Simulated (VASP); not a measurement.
## Al3BSb2: single point with PBE

Al3BSb2:

```
Al B Sb
1.0
    -2.03087    2.03087    8.55460
     2.03087   -2.03087    8.55460
     2.03087    2.03087   -8.55460
Al B Sb
3 1 2
Direct
  0.95906 0.45906 0.50000
  0.54094 0.04094 0.50000
  0.25000 0.75000 0.50000
  0.00000 0.00000 0.00000
  0.65166 0.65166 0.00000
  0.34834 0.34834 0.00000
```

```
Program             : VASP 6.6.1
Task                : single point
Functional          : PBE
Potentials or basis : VASP PAW PBE potentials, release 64 (Al, B, Sb)
Cutoff              : 520 eV
k mesh              : 6 × 6 × 6
Occupations         : gaussian, width 0.2 eV
Spin                : no spin polarisation
```

| Property | Result |
| --- | --- |
| Pressure | 0.5 GPa |
| Largest force | 0.013 eV/Å |
| Band gap on the k mesh | zero (band 11 reaches 5.78 eV, above the bottom of band 12 at 4.24 eV) |

Forces on the atoms (eV/Å):
```
Al   0.000  0.000 -0.013
Al   0.000  0.000  0.013
Al   0.000  0.000  0.000
B    0.000  0.000  0.000
Sb   0.000  0.000 -0.009
Sb   0.000  0.000  0.009
```

Levels at points of the mesh, in eV from the Fermi level:
```tsv
k point	band 7	band 8	band 9	band 10	band 11	band 12	band 13	band 14	band 15	band 16
(0.00, 0.00, 0.00)	-2.09	-0.97	-0.97	0.79	0.79	1.14	1.20	1.63	2.86	3.05
(0.50, 0.00, 0.00)	-2.24	-1.46	-1.19	-0.22	0.18	0.29	2.10	3.03	3.50	3.76
(0.50, 0.50, 0.00)	-3.28	-2.92	-2.43	-2.17	-1.67	-0.71	0.99	1.86	3.18	3.42
(0.50, 0.50, 0.50)	-1.59	-0.46	-0.46	-0.25	0.16	0.16	1.59	1.61	2.80	3.38
```

Run time: 5.2 min on 1 thread of Intel(R) Xeon(R) Platinum 8259CL CPU @ 2.50GHz (Skylake/Cascade Lake), with other jobs on the host, peak memory 0.7 GiB.

Caveat: the k points lie up to 0.36 Å⁻¹ apart; spin-orbit coupling is left out, which moves the levels of the heavy elements.
